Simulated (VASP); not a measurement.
Be3Te2Se, 6 atoms in the cell. Symmetry: P6/mmm, No. 191, hexagonal system. Conventional cell: a = 3.667 Å, b = 3.667 Å, c = 10.490 Å, α = 90.00°, β = 90.00°, γ = 120.00°. Within 2.8 Å of Be (site symmetry -6m2) lie 6 Be at 2.12 Å. Be (site symmetry 6/mmm) has 6 Be at 2.12 Å and 2 Te at 2.62 Å within 2.8 Å. Te (site symmetry 6mm) has 7 Be at 2.62 to 3.37 Å and 1 Se at 2.62 Å within 3.5 Å. Se (site symmetry 6/mmm) has 2 Te at 2.62 Å within 3.5 Å. The cell was built from a structure type or drawn by symmetry, and may not be a known phase.

| Property | Result |
| --- | --- |
| Program | VASP 6.6.1 |
| Task | single point |
| Functional | PBE |
| Potentials or basis | VASP PAW PBE potentials, release 64 (Be, Te, Se) |
| Cutoff | 600 eV |
| k mesh | 3 × 3 × 2 |
| Occupations | gaussian, width 0.15 eV |
| Spin | no spin polarisation |
| Dipole correction | no |
| Further INCAR settings | ALGO = Normal; EDIFF = 1e-06; NBANDS = 21 |

Potentials or basis: VASP PAW PBE potentials, release 64 (Be, Te, Se).

Launch:

```console
$ cat potpaw_PBE.64/Be/POTCAR potpaw_PBE.64/Te/POTCAR potpaw_PBE.64/Se/POTCAR > POTCAR
$ mpirun -np 1 vasp_std > vasp.out
```

Hardware: 1 thread of Intel(R) Xeon(R) 6975P-C (Granite Rapids) (shared host).

How long does it take, and how much memory?

It took 17 s on 1 thread of Intel(R) Xeon(R) 6975P-C (Granite Rapids), on a shared host, peak memory 0.25 GiB. Counts: scf iterations 14, k points 6.
